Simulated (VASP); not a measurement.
Here is a VASP 6.6.1 calculation.

File INCAR:

```
ALGO     = Normal         # electronic algorithm
EDIFF    = 1E-6           # SCF threshold, eV
EDIFFG   = -0.01          # ionic threshold
ENCUT    = 600            # plane-wave cutoff, eV
GGA      = PE             # functional
IBRION   = 2              # ionic algorithm
ISIF     = 3              # what is computed and relaxed
ISMEAR   = 0              # smearing method
LASPH    = T              # aspherical terms in the spheres
LCHARG   = F              # write CHGCAR
LREAL    = F              # projectors in reciprocal space
LWAVE    = F              # write WAVECAR
NELM     = 100            # most SCF steps
NSW      = 100            # ionic steps
PREC     = Accurate       # precision mode
SIGMA    = 0.1            # smearing width, eV
```

File KPOINTS:

```
k-points
0
Gamma
  6 6 6
```

POSCAR

```
Na4Y3N
1.0
    5.8551941148      0.0000000000      0.0000000000
    0.0000000000      5.8551941148      0.0000000000
    0.0000000000      0.0000000000      5.8551941148
Na Y N
4 3 1
Direct
    0.5000000000      0.5000000000      0.5000000000
    0.0000000000      0.5000000000      0.5000000000
    0.5000000000      0.0000000000      0.5000000000
    0.5000000000      0.5000000000      0.0000000000
    0.5000000000      0.0000000000      0.0000000000
    0.0000000000      0.5000000000      0.0000000000
    0.0000000000      0.0000000000      0.5000000000
    0.0000000000      0.0000000000      0.0000000000
```

Potentials or basis: VASP PAW PBE potentials, release 64 (Na_pv, Y_sv, N).

Launch:

```console
$ cat potpaw_PBE.64/Na_pv/POTCAR potpaw_PBE.64/Y_sv/POTCAR potpaw_PBE.64/N/POTCAR > POTCAR
$ mpirun -np 1 vasp_std > vasp.out
```

(1) What does it give for the relaxed volume?

(2) Predict the band gap on the k mesh.

(3) Estimate the space group after relaxing (to 0.05 Å).

(4) What does it give for the relaxed cell?

## Answers

(1) 25.69 Å³/atom.

(2) zero (band 33 reaches 2.63 eV, above the bottom of band 34 at 2.16 eV).

(3) Pm-3m (No. 221).

(4) a = 5.901 Å, b = 5.901 Å, c = 5.901 Å, α = 90.00°, β = 90.00°, γ = 90.00°.
